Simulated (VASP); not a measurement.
# Ti4H in VASP: further runs, part 2 of 2

VASP 6.6.1.

**3. Single point, PBE**

The input, INCAR:

```
SYSTEM = Ti4H
  ALGO = Normal
  DIPOL = 0.5 0.5 0.343
  EDIFF = 1E-6
  ENCUT = 520
  GGA = PE
  IDIPOL = 3
  ISIF = 2
  ISMEAR = 0
  LASPH = .True.
  LCHARG = .False.
  LDIPOL = .True.
  LREAL = .False.
  LWAVE = .False.
  NBANDS = 32
  NELM = 100
  PREC = Accurate
  SIGMA = 0.1
```

The input, KPOINTS:

```
k-points
0
Gamma
  8 8 1
  0 0 0
```

The input, POSCAR:

```
Ti4H
1.0
    3.2553359259      0.0000000000      0.0000000000
    0.0000000000      3.2553359259      0.0000000000
    0.0000000000      0.0000000000     20.1793674375
Ti H
4 1
Direct
    0.5000000000      0.5000000000      0.1982222690
    0.0000000000      0.0000000000      0.2788822782
    0.5000000000      0.5000000000      0.3551865247
    0.0000000000      0.0000000000      0.4301109767
    0.5000000000      0.5000000000      0.4524675917
```

Potentials or basis: VASP PAW PBE potentials, release 64 (Ti_sv, H).

On the command line:

```
cat potpaw_PBE.64/Ti_sv/POTCAR potpaw_PBE.64/H/POTCAR > POTCAR
mpirun -np 1 vasp_std > vasp.out
```

OUTCAR:

```text
SYSTEM = Ti4H
   EDIFF = 1E-6
   ENCUT = 520
   GGA = PE
   ISIF = 2
   ISMEAR = 0
   LASPH = .True.
   LREAL = .False.
   NELM = 100
   PREC = Accurate

 ion  position               nearest neighbor table
   1  0.500  0.500  0.198-   2 2.82   2 2.82   2 2.82   2 2.82
   2  0.000  0.000  0.279-   3 2.77   3 2.77   3 2.77   3 2.77   1 2.82   1 2.82   1 2.82   1 2.82

   3  0.500  0.500  0.355-   4 2.75   4 2.75   4 2.75   4 2.75   2 2.77   2 2.77   2 2.77   2 2.77

   4  0.000  0.000  0.430-   3 2.75   3 2.75   3 2.75   3 2.75
   5  0.500  0.500  0.452-

  LATTYP: Found a simple tetragonal cell.
 ALAT       =     3.2553359259
 C/A-ratio  =     6.1988587036

  Lattice vectors:

 A1 = (   3.2553359259,   0.0000000000,   0.0000000000)
 A2 = (   0.0000000000,   3.2553359259,   0.0000000000)
 A3 = (   0.0000000000,   0.0000000000,  20.1793674375)

Analysis of symmetry for initial positions (statically):
=====================================================================
 Subroutine PRICEL returns:
 Original cell was already a primitive cell.

 Routine SETGRP: Setting up the symmetry group for a
 simple tetragonal supercell.

 Subroutine GETGRP returns: Found  8 space group operations
 (whereof  8 operations were pure point group operations)
 out of a pool of 16 trial point group operations.

The static configuration has the point symmetry C_4v.

Analysis of symmetry for dynamics (positions and initial velocities):
=====================================================================
 Subroutine PRICEL returns:
 Original cell was already a primitive cell.

 Routine SETGRP: Setting up the symmetry group for a
 simple tetragonal supercell.

[... 122 lines left out ...]
  Fermi-wavevector in a.u.,A,eV,Ry     =   1.001783  1.893096 13.654397  1.003570
  Thomas-Fermi vector in A             =   2.134228
   LORBIT       =      0    0 simple, 1 ext, 2 COOP (PROOUT), +10 PAW based schemes
   GGA     = PE    functional components
   LHFCALC =     F    Hartree Fock is set to
   AEXX    =    0.0000 exact exchange contribution
   IVDW    =     0    specifies the selected vdW correction
   LEPSILON=     F    determine dielectric tensor
   LRPA    =     F    only Hartree local field effects (RPA)
 non-spin polarized calculation
 Gauss-broadening in eV      SIGMA  =   0.10
  energy-cutoff  :      520.00
  volume of cell :      213.85
 maximum number of plane-waves:      5808
   NGX = 13   NGY = 13   NGZ = 75

 dipolmoment           0.000000      0.000000     -0.002552 electrons x Angstroem

 number of electron      49.0000023 magnetization

 dipolmoment           0.000000      0.000000      0.009316 electrons x Angstroem

 Free energy of the ion-electron system (eV)
  ---------------------------------------------------
  ext. energy  EPLUGINS =         0.00000000
  ---------------------------------------------------
  free energy    TOTEN  =       -33.03182282 eV

  energy without entropy =      -32.98687070  energy(sigma->0) =      -33.00934676

 E-fermi :   0.6433     XC(G=0):  -4.8836

 val. band max:        0.6315837338   @ k =   0.2500   0.2500   0.0000
 cond. band min:       0.6445725256   @ k =   0.3750   0.0000   0.0000
 fundamental gap:      0.0129887918
 Fermi energy:         0.6433393413

 k-point     1 :       0.0000    0.0000    0.0000
  band No.  band energies     occupation
      1     -56.4119      2.00000
      2     -56.3996      2.00000
      3     -55.6701      2.00000
      4     -55.4604      2.00000
      5     -32.7500      2.00000
      6     -32.6958      2.00000
[... 514 lines left out ...]
     31       2.8576      0.00000
     32       2.8576      0.00000

------------------------ aborting loop because EDIFF is reached ----------------------------------------

 vacuum level on the upper side and lower side of the slab       (xc-potential included)        -0.104        -0.242

  FORCE on cell =-STRESS in cart. coord.  units (eV):
  Direction    XX          YY          ZZ          XY          YZ          ZX
  --------------------------------------------------------------------------------------
  -------------------------------------------------------------------------------------
  Total       -3.6213467     -3.6213467     -0.6225681      0.0000000      0.0000000      0.0000000
  in kB      -27.1319820    -27.1319820     -4.6644266      0.0000000      0.0000000      0.0000000
  external PRESSURE =     -19.6427969 kB  Pullay stress =       0.0000000 kB

 VOLUME and BASIS-vectors are now :
 -----------------------------------------------------------------------------
  energy-cutoff  :      520.00
  volume of cell :      213.85
      direct lattice vectors                 reciprocal lattice vectors
     3.255335926  0.000000000  0.000000000     0.307187959  0.000000000  0.000000000
     0.000000000  3.255335926  0.000000000     0.000000000  0.307187959  0.000000000
     0.000000000  0.000000000 20.179367438     0.000000000  0.000000000  0.049555567

 POSITION                                       TOTAL-FORCE (eV/Angst)
 -----------------------------------------------------------------------------------
      1.62767      1.62767      4.00000        -0.000000      0.000000      0.483616
      0.00000      0.00000      5.62767        -0.000000     -0.000000     -0.659782
      1.62767      1.62767      7.16744         0.000000     -0.000000      0.226581
      0.00000      0.00000      8.67937        -0.000000     -0.000000     -0.050072
      1.62767      1.62767      9.13051        -0.000000     -0.000000     -0.000343
 -----------------------------------------------------------------------------------
    total drift:                                0.000000      0.000000     -0.000061

  FREE ENERGIE OF THE ION-ELECTRON SYSTEM (eV)
  ---------------------------------------------------
  free  energy   TOTEN  =       -33.0318228239 eV

  energy  without entropy=      -32.9868706957  energy(sigma->0) =      -33.00934676

 vacuum level on the upper side and lower side of the slab         3.885         3.724
```

OSZICAR:

```text
N       E                     dE             d eps       ncg     rms          rms(c)
DAV:   1     0.558870663864E+03    0.55887E+03   -0.26307E+04  1168   0.148E+03
DAV:   2     0.355128723122E+02   -0.52336E+03   -0.51099E+03  1016   0.476E+02
DAV:   3    -0.295677555326E+02   -0.65081E+02   -0.63756E+02  1672   0.146E+02
[... 21 lines left out ...]
DAV:  25    -0.330317909294E+02   -0.27979E-04   -0.80340E-06  1040   0.224E-02    0.986E-03
DAV:  26    -0.330318116512E+02   -0.20722E-04   -0.32838E-06   936   0.130E-02    0.351E-03
DAV:  27    -0.330318177462E+02   -0.60950E-05   -0.40938E-07   720   0.578E-03    0.214E-03
DAV:  28    -0.330318218277E+02   -0.40814E-05   -0.38300E-07   688   0.305E-03    0.103E-03
DAV:  29    -0.330318228239E+02   -0.99624E-06   -0.17823E-07   696   0.214E-03
   1 F= -.33031823E+02 E0= -.33009347E+02  d E =-.449521E-01
```

stdout:

```text
POSCAR found type information on POSCAR TiH
 POSCAR found :  2 types and       5 ions
 scaLAPACK will be used
 LDA part: xc-table for (Slater+PW92), standard interpolation
 POSCAR, INCAR and KPOINTS ok, starting setup
 FFT: planning ... GRIDC
 FFT: planning ... GRID_SOFT
 FFT: planning ... GRID
 WAVECAR not read
 entering main loop
```

It took 84 s on 1 thread of Intel Xeon 6975P-C (Granite Rapids), shared host; peak memory 0.31 GiB.

Results:

```yaml
Free_energy: -33.0318 eV
Largest_force: 0.660 eV/Å
```

Forces on the atoms (eV/Å):
```
Ti   0.000  0.000  0.484
Ti   0.000  0.000 -0.660
Ti   0.000  0.000  0.227
Ti   0.000  0.000 -0.050
H    0.000  0.000  0.000
```
